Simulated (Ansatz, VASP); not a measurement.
**TiC in VASP and in Ansatz**

```
Ti C
1.0
     0.00002   -2.14681   -2.14681
    -0.00003    2.14676   -2.14676
     4.29261   -0.00005    0.00001
Ti C
2 2
Direct
  0.50000 0.50000 0.50001
  0.00000 0.00000 0.99999
  0.50000 0.50001 0.00001
  0.00000 0.99999 0.49999
```

Alike in both runs: functional PBEsol; k mesh 12 × 12 × 8; occupations gaussian, width 0.15 eV; no spin polarisation.

Ansatz relaxed the structure, and its values are those at the end. VASP's run is a single point on that final structure, the one shown.

```csv
,VASP,Ansatz
version,VASP 6.6.1,Ansatz 0.2.0
potentials or method,"VASP PAW PBE potentials, release 64 (Ti_sv, C), cutoff 520 eV","scalar-relativistic, plane waves, PAW"
valence electrons in the cell,32,32
```

|  | VASP | Ansatz | Ansatz less VASP |
| --- | --- | --- | --- |
| gap on the k mesh at the Fermi level (eV) | none | none | - |
| pressure (GPa) | 0.2 | 0.0 | -0.25 |

VASP's potentials were made for PBE, not for PBEsol. A gap of «none» marks a metal or a gap that the smearing closes.
